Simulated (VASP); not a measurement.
# SnO2 (P4_2/mnm) in VASP: further runs, part 2 of 2

VASP 6.6.1. The steps go on from the part before.

## (4) Single point, PBE

This run uses another cell than the first one, of 12.55 Å³/atom.

INCAR

```
SYSTEM = SnO2
PREC     = Accurate       ! precision mode
ENCUT    = 520            ! plane-wave cutoff, eV
EDIFF    = 1E-7           ! SCF threshold, eV
ISMEAR   = -1             ! smearing method
SIGMA    = 0.05           ! smearing width, eV
LREAL    = .FALSE.        ! projectors in reciprocal space
LASPH    = .TRUE.         ! aspherical terms in the spheres
NELM     = 100            ! most SCF steps
ALGO     = Normal         ! electronic algorithm
ISIF     = 2              ! what is computed and relaxed
LWAVE    = .FALSE.        ! write WAVECAR
LCHARG   = .FALSE.        ! write CHGCAR
GGA      = PE             ! functional
NBANDS   = 35             ! bands
```

KPOINTS

```
regular mesh
0
G
  6 6 8
  0 0 0
```

POSCAR

```
SnO2
1.0
    4.8223091030      0.0000000000      0.0000000000
    0.0000000000      4.8223091030      0.0000000000
    0.0000000000      0.0000000000      3.2379130283
Sn O
2 4
Direct
    0.5000000000      0.5000000000      0.5000000000
    0.0000000000      0.0000000000      0.0000000000
    0.8066730998      0.1933269002      0.5000000000
    0.6933269002      0.6933269002      0.0000000000
    0.1933269002      0.8066730998      0.5000000000
    0.3066730998      0.3066730998      0.0000000000
```

Potentials or basis: VASP PAW PBE potentials, release 64 (Sn_d, O).

Command:

```sh
$ cat potpaw_PBE.64/Sn_d/POTCAR potpaw_PBE.64/O/POTCAR > POTCAR
$ mpirun -np 1 vasp_std > vasp.out
```

OUTCAR:

```text
SYSTEM = SnO2
   PREC = Accurate
   ENCUT = 520
   EDIFF = 1E-7
   ISMEAR = -1
   LREAL = .FALSE.
   LASPH = .TRUE.
   NELM = 100
   ISIF = 2
   GGA = PE

 ion  position               nearest neighbor table
   1  0.500  0.500  0.500-   4 2.09   6 2.09   4 2.09   6 2.09   5 2.09   3 2.09
   2  0.000  0.000  0.000-   3 2.09   5 2.09   3 2.09   5 2.09   4 2.09   6 2.09
   3  0.807  0.193  0.500-   2 2.09   2 2.09   1 2.09
   4  0.693  0.693  0.000-   1 2.09   1 2.09   2 2.09
   5  0.193  0.807  0.500-   2 2.09   2 2.09   1 2.09
   6  0.307  0.307  0.000-   1 2.09   1 2.09   2 2.09

  LATTYP: Found a simple tetragonal cell.
 ALAT       =     4.8223091030
 C/A-ratio  =     0.6714445215

  Lattice vectors:

 A1 = (   4.8223091030,   0.0000000000,   0.0000000000)
 A2 = (   0.0000000000,   4.8223091030,   0.0000000000)
 A3 = (   0.0000000000,   0.0000000000,   3.2379130283)

Analysis of symmetry for initial positions (statically):
=====================================================================
 Subroutine PRICEL returns:
 Original cell was already a primitive cell.

 Routine SETGRP: Setting up the symmetry group for a
[... 182 lines left out ...]
 fundamental gap:      0.6911465190
 Fermi energy:         5.9150984615

 k-point     1 :       0.0000    0.0000    0.0000
  band No.  band energies     occupation
      1     -15.4808      2.00000
      2     -14.8111      2.00000
      3     -14.6161      2.00000
      4     -14.5893      2.00000
      5     -14.5893      2.00000
      6     -14.5233      2.00000
[... 901 lines left out ...]
     34      17.5746      0.00000
     35      17.8354      0.00000

 [... further k-points ...]

------------------------ aborting loop because EDIFF is reached ----------------------------------------

  FORCE on cell =-STRESS in cart. coord.  units (eV):
  Direction    XX          YY          ZZ          XY          YZ          ZX
  --------------------------------------------------------------------------------------
  -------------------------------------------------------------------------------------
  Total        0.4292165      0.4292165      0.5391980     -0.0000000      0.0000000      0.0000000
  in kB        9.1329632      9.1329632     11.4731734     -0.0000000      0.0000000      0.0000000
  external PRESSURE =       9.9130333 kB  Pullay stress =       0.0000000 kB

 VOLUME and BASIS-vectors are now :
 -----------------------------------------------------------------------------
  energy-cutoff  :      520.00
  volume of cell :       75.30
      direct lattice vectors                 reciprocal lattice vectors
     4.822309103  0.000000000  0.000000000     0.207369536  0.000000000  0.000000000
     0.000000000  4.822309103  0.000000000     0.000000000  0.207369536  0.000000000
     0.000000000  0.000000000  3.237913028     0.000000000  0.000000000  0.308840908

 POSITION                                       TOTAL-FORCE (eV/Angst)
 -----------------------------------------------------------------------------------
      2.41115      2.41115      1.61896         0.000000      0.000000      0.000000
      0.00000      0.00000      0.00000         0.000000      0.000000      0.000000
      3.89003      0.93228      1.61896        -0.025051      0.025051     -0.000000
      3.34344      3.34344      0.00000         0.025051      0.025051     -0.000000
      0.93228      3.89003      1.61896         0.025051     -0.025051      0.000000
      1.47887      1.47887      0.00000        -0.025051     -0.025051      0.000000
 -----------------------------------------------------------------------------------
    total drift:                                0.000000      0.000000      0.000000

  FREE ENERGIE OF THE ION-ELECTRON SYSTEM (eV)
  ---------------------------------------------------
  free  energy   TOTEN  =       -37.3099899518 eV

  energy  without entropy=      -37.3099821861  energy(sigma->0) =      -37.30998607
```

stdout:

```text
POSCAR found type information on POSCAR SnO
 POSCAR found :  2 types and       6 ions
 scaLAPACK will be used
 LDA part: xc-table for (Slater+PW92), standard interpolation
 POSCAR, INCAR and KPOINTS ok, starting setup
 FFT: planning ... GRIDC
 FFT: planning ... GRID_SOFT
 FFT: planning ... GRID
 WAVECAR not read
 entering main loop
```

Run time: 56 s. Hardware: 1 thread of Intel Xeon 6975P-C (Granite Rapids), shared host; peak memory 0.24 GiB.

What came out:

| Item | Value |
| --- | --- |
| Free energy | -37.3100 eV |
| Pressure | 1.0 GPa |
| Largest force | 0.035 eV/Å |
| Band gap on the k mesh | 0.69 eV |

Forces in eV/Å, atoms in the order of the input:
```
Sn   0.000  0.000  0.000
Sn   0.000  0.000  0.000
O   -0.025  0.025  0.000
O    0.025  0.025  0.000
O    0.025 -0.025  0.000
O   -0.025 -0.025  0.000
```

Levels at points of the mesh, in eV from the valence-band top:
```csv
k point,band 23,band 24,band 25,band 26,band 27,band 28,band 29,band 30
"(0.00, 0.00, 0.00)",-1.26,-0.74,-0.74,0.00,0.69,5.70,6.07,6.07
"(0.50, 0.00, 0.00)",-1.21,-1.21,-0.61,-0.61,3.90,3.90,6.81,6.81
"(0.50, 0.50, 0.00)",-1.33,-1.33,-0.85,-0.85,4.29,4.29,7.16,7.16
"(0.00, 0.00, 0.50)",-1.53,-1.53,-1.19,-1.19,5.61,5.61,9.38,9.38
"(0.50, 0.00, 0.50)",-1.02,-1.02,-0.75,-0.75,5.87,5.87,7.63,7.63
"(0.50, 0.50, 0.50)",-0.92,-0.92,-0.78,-0.78,4.38,4.38,8.62,8.62
```

Caveat: spin-orbit coupling is left out, which moves the levels of the heavy elements.

## (5) Single point, PBE

INCAR

```
PREC = Accurate
ENCUT = 520
EDIFF = 1E-7
ISMEAR = -1
SIGMA = 0.05
LREAL = False
LASPH = True
NELM = 80
ALGO = Normal
ISIF = 2
LWAVE = False
LCHARG = False
GGA = PE
NBANDS = 35
```

KPOINTS

```
regular mesh
0
Gamma
  6 6 8
```

POSCAR

```
SnO2
1.0
    4.8252061014      0.0000000000      0.0000000000
    0.0000000000      4.8252061014      0.0000000000
    0.0000000000      0.0000000000      3.2384418811
Sn O
2 4
Direct
    0.5000000000      0.5000000000      0.5000000000
    0.0000000000      0.0000000000      0.0000000000
    0.8066102267      0.1933897733      0.5000000000
    0.6933897733      0.6933897733      0.0000000000
    0.1933897733      0.8066102267      0.5000000000
    0.3066102267      0.3066102267      0.0000000000
```

Command:

```sh
$ cat potpaw_PBE.64/Sn_d/POTCAR potpaw_PBE.64/O/POTCAR > POTCAR
$ mpirun -np 1 vasp_std > vasp.out
```

Wall time 59 s (1 thread of Intel Xeon 6975P-C (Granite Rapids), shared host); peak memory 0.24 GiB.

Results (log left out):

```
Free energy            : -37.3107 eV
Pressure               : 0.7 GPa
Largest force          : 0.023 eV/Å
Band gap on the k mesh : 0.68 eV
```

Forces on the atoms (eV/Å):
```
Sn   0.000  0.000  0.000
Sn   0.000  0.000  0.000
O   -0.016  0.016  0.000
O    0.016  0.016  0.000
O    0.016 -0.016  0.000
O   -0.016 -0.016  0.000
```

Stress tensor (GPa, compression positive):
```
0.66 0.00 0.00
0.00 0.66 0.00
0.00 0.00 0.90
```

Levels at points of the mesh, in eV from the valence-band top:
| k point | band 23 | band 24 | band 25 | band 26 | band 27 | band 28 | band 29 | band 30 |
| --- | --- | --- | --- | --- | --- | --- | --- | --- |
| (0.00, 0.00, 0.00) | -1.26 | -0.74 | -0.74 | 0.00 | 0.68 | 5.69 | 6.06 | 6.06 |
| (0.50, 0.00, 0.00) | -1.21 | -1.21 | -0.61 | -0.61 | 3.89 | 3.89 | 6.81 | 6.81 |
| (0.50, 0.50, 0.00) | -1.33 | -1.33 | -0.85 | -0.85 | 4.28 | 4.28 | 7.15 | 7.15 |
| (0.00, 0.00, 0.50) | -1.53 | -1.53 | -1.18 | -1.18 | 5.60 | 5.60 | 9.37 | 9.37 |
| (0.50, 0.00, 0.50) | -1.02 | -1.02 | -0.75 | -0.75 | 5.86 | 5.86 | 7.61 | 7.61 |
| (0.50, 0.50, 0.50) | -0.92 | -0.92 | -0.78 | -0.78 | 4.36 | 4.36 | 8.62 | 8.62 |

Caveat: spin-orbit coupling is left out, which moves the levels of the heavy elements. PBE gaps usually lie below the measured ones, often by a third to a half.

## (6) Overview

| cell | gap on the mesh (eV) | pressure (GPa) | largest force (eV/Å) |
| --- | --- | --- | --- |
| a = 4.827, b = 4.827, c = 3.238 Å, 6 atoms | 0.67 | 0.6 | 0.02 |
| a = 4.828, b = 4.828, c = 3.238 Å, 6 atoms | 0.67 | 0.6 | 0.02 |
| a = 4.822, b = 4.822, c = 3.238 Å, 6 atoms | 0.69 | 1.0 | 0.04 |
| a = 4.825, b = 4.825, c = 3.238 Å, 6 atoms | 0.68 | 0.7 | 0.02 |

Alike in all rows: task single point; level PBE; potentials or basis VASP PAW PBE potentials, release 64 (Sn_d, O); no spin polarisation; k mesh 6 × 6 × 8; cutoff (eV) 520; smearing fermi-dirac 0.05 eV.

Caveats: spin-orbit coupling is left out, which moves the levels of the heavy elements.

Total energies depend on the potentials used, so only differences within one code and one set of settings carry meaning.
